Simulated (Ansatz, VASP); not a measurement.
## Two plane-wave programs on BN

```
B N
1.0
     0.00000    1.77135    1.80750
     1.77135    0.00000    1.80750
     1.77135    1.77135    0.00000
B N
1 1
Direct
  0.00000 0.00000 0.00000
  0.25000 0.25000 0.25000
```

Alike in both runs: task single point; functional r2SCAN; k mesh 10 × 10 × 10; occupations gaussian, width 0.05 eV; no spin polarisation.

|  | VASP | Ansatz |
| --- | --- | --- |
| version | VASP 6.6.1 | Ansatz 0.2.0 |
| potentials or method | VASP PAW PBE potentials, release 64 (B, N), cutoff 520 eV | plane waves, PAW |
| valence electrons in the cell | 8 | 8 |

|  | VASP | Ansatz | Ansatz less VASP |
| --- | --- | --- | --- |
| pressure (GPa) | 16.3 | 15.1 | -1.26 |
| traceless stress, the component that is largest in VASP (GPa) | -9.28 | -9.30 | -0.023 |

VASP's potentials were made for PBE, not for r2SCAN. The functional is the same, so the differences come from potentials, cutoffs and numerics.
